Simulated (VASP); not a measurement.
# Na (P6_3/mmc) in VASP: notebook, part 2 of 2

VASP 6.6.1. Earlier steps stand in the parts before.

## Step 4: Single point, HSE06

Input file POSCAR:

```
Na
1.0
    3.7748954782      0.0000000000      0.0000000000
   -1.8874477391      3.2691553808      0.0000000000
    0.0000000000      0.0000000000      6.1061578197
Na
2
Direct
    0.3333333333      0.6666666667      0.7500000000
    0.6666666667      0.3333333333      0.2500000000
```

Input file INCAR.step1:

```
SYSTEM = Na
PREC     = Accurate       ! precision mode
ENCUT    = 520            ! plane-wave cutoff, eV
EDIFF    = 1E-5           ! SCF threshold, eV
ISMEAR   = 0              ! smearing method
SIGMA    = 0.05           ! smearing width, eV
LREAL    = .False.        ! projectors in reciprocal space
LASPH    = .True.         ! aspherical terms in the spheres
NELM     = 100            ! most SCF steps
ALGO     = Normal         ! electronic algorithm
ISIF     = 2              ! what is computed and relaxed
LWAVE    = .True.         ! write WAVECAR
LCHARG   = .False.        ! write CHGCAR
GGA      = PE             ! functional
NBANDS   = 14             ! bands
```

Input file INCAR.step2:

```
SYSTEM = Na
PREC     = Accurate       ! precision mode
ENCUT    = 520            ! plane-wave cutoff, eV
EDIFF    = 1E-7           ! SCF threshold, eV
ISMEAR   = 0              ! smearing method
SIGMA    = 0.05           ! smearing width, eV
LREAL    = .False.        ! projectors in reciprocal space
LASPH    = .True.         ! aspherical terms in the spheres
NELM     = 100            ! most SCF steps
ALGO     = Normal         ! electronic algorithm
ISIF     = 2              ! what is computed and relaxed
LWAVE    = .False.        ! write WAVECAR
LCHARG   = .False.        ! write CHGCAR
GGA      = PE             ! functional
LHFCALC  = .True.         ! exact exchange
HFSCREEN = 0.2079         ! screening, 1/A
PRECFOCK = Normal       
ISTART   = 1            
NBANDS   = 14             ! bands
```

Input file KPOINTS:

```
Automatic mesh
0
Gamma
  6 6 4
  0 0 0
```

Potentials or basis: VASP PAW PBE potentials, release 64 (Na_pv).

Run with:

```console
$ cat potpaw_PBE.64/Na_pv/POTCAR > POTCAR
$ cp INCAR.step1 INCAR
$ mpirun -np 1 vasp_std > vasp.out
$ cp INCAR.step2 INCAR
$ mpirun -np 1 vasp_std > vasp.out
```

OUTCAR:

```text
SYSTEM = Na
   PREC = Accurate
   ENCUT = 520
   EDIFF = 1E-7
   ISMEAR = 0
   LREAL = .False.
   LASPH = .True.
   NELM = 100
   ISIF = 2
   GGA = PE
   LHFCALC = .True.
   HFSCREEN = 0.2079
   PRECFOCK = Normal
   ISTART = 1

 ion  position               nearest neighbor table
   1  0.333  0.667  0.750-
   2  0.667  0.333  0.250-

  LATTYP: Found a hexagonal cell.
 ALAT       =     3.7748954782
 C/A-ratio  =     1.6175700374

  Lattice vectors:

 A1 = (   3.7748954782,   0.0000000000,   0.0000000000)
 A2 = (  -1.8874477391,   3.2691553808,   0.0000000000)
 A3 = (   0.0000000000,   0.0000000000,   6.1061578197)

Analysis of symmetry for initial positions (statically):
=====================================================================
 Subroutine PRICEL returns:
 Original cell was already a primitive cell.

 Routine SETGRP: Setting up the symmetry group for a
 hexagonal supercell.

 Subroutine GETGRP returns: Found 24 space group operations
 (whereof 12 operations were pure point group operations)
 out of a pool of 24 trial point group operations.

The static configuration has the point symmetry D_3d.
 The point group associated with its full space group is D_6h.

Analysis of symmetry for dynamics (positions and initial velocities):
=====================================================================
 Subroutine PRICEL returns:
 Original cell was already a primitive cell.

 Routine SETGRP: Setting up the symmetry group for a
 hexagonal supercell.

 Subroutine GETGRP returns: Found 24 space group operations
 (whereof 12 operations were pure point group operations)
 out of a pool of 24 trial point group operations.

The dynamic configuration has the point symmetry D_3d.
 The point group associated with its full space group is D_6h.

 Subroutine INISYM returns: Found 24 space group operations
 (whereof 12 operations are pure point group operations),
 and found     1 'primitive' translations

----------------------------------------------------------------------------------------

                                     Primitive cell

  volume of cell :      75.3544

  direct lattice vectors                    reciprocal lattice vectors
     3.774895478  0.000000000  0.000000000     0.264907997  0.152944703  0.000000000
    -1.887447739  3.269155381  0.000000000     0.000000000  0.305889407  0.000000000
     0.000000000  0.000000000  6.106157820     0.000000000  0.000000000  0.163769105

  length of vectors
     3.774895478  3.774895478  6.106157820     0.305889407  0.305889407  0.163769105

  position of ions in fractional coordinates (direct lattice)
     0.333333333  0.666666667  0.750000000
     0.666666667  0.333333333  0.250000000

  ion indices of the primitive-cell ions
   primitive index   ion index
                 1           1
                 2           2

----------------------------------------------------------------------------------------

 KPOINTS: Automatic mesh

Automatic generation of k-mesh.
 Grid dimensions read from file:
 generate k-points for:    6    6    4

 Generating k-lattice:

[... 44 lines left out ...]
   ions per type =               2
   NGX,Y,Z   is equivalent  to a cutoff of  12.33, 12.33, 13.07 a.u.
   NGXF,Y,Z  is equivalent  to a cutoff of  24.66, 24.66, 26.14 a.u.
 SYSTEM =  Na
   PREC   = accura    normal or accurate (medium, high low for compatibility)
   ISTART =      1    job   : 0-new  1-cont  2-samecut
   ICHARG =      0    charge: 1-file 2-atom 10-const
   ISPIN  =      1    spin polarized calculation?
   LNONCOLLINEAR =      F non collinear calculations
   LSORBIT =      F    spin-orbit coupling
   LASPH  =      T    aspherical Exc in radial PAW
   ENCUT  =  520.0 eV  38.22 Ry    6.18 a.u.   7.02  7.02 11.35*2*pi/ulx,y,z
   NELM   =    100;   NELMIN=  2; NELMDL=  0     # of ELM steps
   EDIFF  = 0.1E-06   stopping-criterion for ELM
   LREAL  =      F    real-space projection
   EDIFFG = 0.1E-05   stopping-criterion for IOM
   NSW    =      0    number of steps for IOM
   IBRION =     -1    ionic relax: 0-MD 1-quasi-New 2-CG
   NFREE  =      0    steps in history (QN), initial steepest desc. (CG)
   ISIF   =      2    stress and relaxation
   ISYM   =      3    0-nonsym 1-usesym 2-fastsym
   POTIM  = 0.5000    time-step for ionic-motion
   TEBEG  =    0.0;   TEEND  =   0.0 temperature during run
   PSTRESS=    0.0 pullay stress
   NELECT =      14.0000    total number of electrons
   NUPDOWN=      -1.0000    fix difference up-down
   EMIN   =  10.00;   EMAX   =-10.00  energy-range for DOS
   EFERMI =   0.00;   METHOD = LEGACY
   ISMEAR =     0;   SIGMA  =   0.05  broadening in eV -4-tet -1-fermi 0-gaus
   EFERMI_NEDOS =   21; number of points for ismear=-14 and -15
   IALGO  =     38    algorithm
   IMIX   =      1    mixing-type and parameters
     AMIX     =   0.40;   BMIX     =  1.00
     AMIX_MAG =   1.60;   BMIX_MAG =  1.00
  volume/ion in A,a.u.               =      37.68       254.26
  Fermi-wavevector in a.u.,A,eV,Ry     =   0.934146  1.765280 11.872830  0.872628
  Thomas-Fermi vector in A             =   2.060920
   LORBIT       =      0    0 simple, 1 ext, 2 COOP (PROOUT), +10 PAW based schemes
   GGA     = PE    functional components
   LHFCALC =     T    Hartree Fock is set to
   PRECFOCK=normal    Normal, Fast or Accurate (Low or Medium for compatibility)
   ENCUT4O =  -1.0   cutoff for four orbital integrals eV
   NKREDX  =     1    reduce k-point grid by
   NKREDY  =     1    reduce k-point grid by
   NKREDZ  =     1    reduce k-point grid by
   AEXX    =    0.2500 exact exchange contribution
   HFSCREEN=    0.2079 screening length (either q_TF or 0.3 A-1)
   HFSCREENC=   0.2079 screening length for correlation (either q_TF or 0.3 A-1)
   ENCUTFOCK=  -1.0 apply spherical cutoff to Coloumb kernel
   IVDW    =     0    specifies the selected vdW correction
   LEPSILON=     F    determine dielectric tensor
   LRPA    =     F    only Hartree local field effects (RPA)
 non-spin polarized calculation
 Gauss-broadening in eV      SIGMA  =   0.05
  energy-cutoff  :      520.00
  volume of cell :       75.35
 maximum number of plane-waves:      2056
 NGX is ok and might be reduce to    28
  NGX = 24; NGY = 24; NGZ = 36

 number of electron      14.0000007 magnetization

 Free energy of the ion-electron system (eV)
  ---------------------------------------------------
  ext. energy  EPLUGINS =         0.00000000
  ---------------------------------------------------
  free energy    TOTEN  =        -2.82219550 eV

  energy without entropy =       -2.82114573  energy(sigma->0) =       -2.82167062

 E-fermi :   0.0834     XC(G=0):  -5.4869

 val. band max:        0.0222137813   @ k =   0.3333   0.1667   0.2500
 cond. band min:       0.5311796153   @ k =   0.5000   0.0000   0.0000
 fundamental gap:      0.5089658340
 Fermi energy:         0.0834373632

 k-point     1 :       0.0000    0.0000    0.0000
  band No.  band energies     occupation
      1     -27.6563      2.00000
      2     -27.6288      2.00000
      3     -27.6288      2.00000
      4     -27.6249      2.00000
      5     -27.6247      2.00000
      6     -27.6247      2.00000
      7      -3.5211      2.00000
      8       0.9676      0.00000
      9       1.4666      0.00000
     10      10.6579      0.00000
     11      10.6579      0.00000
     12      11.0356      0.00000
     13      11.0356      0.00000
     14      11.2123      0.00000
[... 326 lines left out ...]
      1     -27.6490      2.00000
      2     -27.6490      2.00000
      3     -27.6422      2.00000
      4     -27.6422      2.00000
      5     -27.6300      2.00000
      6     -27.6300      2.00000
      7       2.5741      0.00000
      8       2.5741      0.00000
      9       2.7380      0.00000
     10       2.7380      0.00000
     11       3.6844      0.00000
     12       3.6844      0.00000
     13      10.6559      0.00000
     14      10.6559      0.00000

------------------------ aborting loop because EDIFF is reached ----------------------------------------

  FORCE on cell =-STRESS in cart. coord.  units (eV):
  Direction    XX          YY          ZZ          XY          YZ          ZX
  --------------------------------------------------------------------------------------
  -------------------------------------------------------------------------------------
  Total        0.0877077      0.0877077     -0.1932735      0.0000000      0.0000000      0.0000000
  in kB        1.8648324      1.8648324     -4.1093623      0.0000000      0.0000000      0.0000000
  external PRESSURE =      -0.1265658 kB  Pullay stress =       0.0000000 kB

 VOLUME and BASIS-vectors are now :
 -----------------------------------------------------------------------------
  energy-cutoff  :      520.00
  volume of cell :       75.35
      direct lattice vectors                 reciprocal lattice vectors
     3.774895478  0.000000000  0.000000000     0.264907997  0.152944703  0.000000000
    -1.887447739  3.269155381  0.000000000     0.000000000  0.305889407  0.000000000
     0.000000000  0.000000000  6.106157820     0.000000000  0.000000000  0.163769105

 POSITION                                       TOTAL-FORCE (eV/Angst)
 -----------------------------------------------------------------------------------
     -0.00000      2.17944      4.57962         0.000000      0.000000     -0.000000
      1.88745      1.08972      1.52654        -0.000000     -0.000000      0.000000
 -----------------------------------------------------------------------------------
    total drift:                               -0.000000      0.000000     -0.000000

  FREE ENERGIE OF THE ION-ELECTRON SYSTEM (eV)
  ---------------------------------------------------
  free  energy   TOTEN  =        -2.8221955000 eV

  energy  without entropy=       -2.8211457335  energy(sigma->0) =       -2.82167062
```

Run time: 62 min. Hardware: 1 thread of AMD EPYC 9R45, shared host; peak memory 0.28 GiB.

What came out:

- Free energy: -2.8222 eV
- Pressure: 0.0 GPa
- Band gap on the k mesh: zero (band 7 reaches 2.57 eV, above the bottom of band 8 at -2.27 eV)

Stress tensor (GPa, compression positive):
```
 0.19  0.00  0.00
 0.00  0.19  0.00
 0.00  0.00 -0.41
```

Levels at points of the mesh, in eV from the Fermi level:
| k point | band 5 | band 6 | band 7 | band 8 | band 9 | band 10 |
| --- | --- | --- | --- | --- | --- | --- |
| (0.00, 0.00, 0.00) | -27.71 | -27.71 | -3.60 | 0.88 | 1.38 | 10.57 |
| (0.50, 0.00, 0.00) | -27.72 | -27.71 | 0.45 | 0.61 | 4.41 | 4.45 |
| (0.00, 0.00, 0.50) | -27.71 | -27.71 | -2.36 | -2.36 | 6.24 | 6.24 |
| (0.50, 0.00, 0.50) | -27.72 | -27.72 | 1.38 | 1.38 | 1.92 | 1.92 |

Caveat: the PAW data sets were made with another functional, which shifts forces and pressure a little.

## Step 5: Summary

```tsv
task	level	cell	cutoff (eV)	grid for exact exchange (PRECFOCK)	screening parameter	gap on the mesh (eV)	pressure (GPa)
single point	PBE	a = 3.775, b = 3.775, c = 6.106 Å, angles 90.0, 90.0, 120.0°, 2 atoms	520	-	-	none	-0.1
relaxation of cell and atoms	PBE	relaxed from a = 3.768, b = 3.768, c = 6.155 Å, angles 90.0, 90.0, 120.0°, 2 atoms	600	-	-	none	0.0
single point	HSE06	a = 3.775, b = 3.775, c = 6.106 Å, angles 90.0, 90.0, 120.0°, 2 atoms	520	Normal	0.2079 1/Å	none	0.0
```

Alike in all rows: potentials or basis VASP PAW PBE potentials, release 64 (Na_pv); no spin polarisation; k mesh 6 × 6 × 4; smearing gaussian 0.05 eV.

Caveats: the PAW data sets were made with another functional, which shifts forces and pressure a little (some runs).

Absolute energies hang on the potentials; compare differences alone.
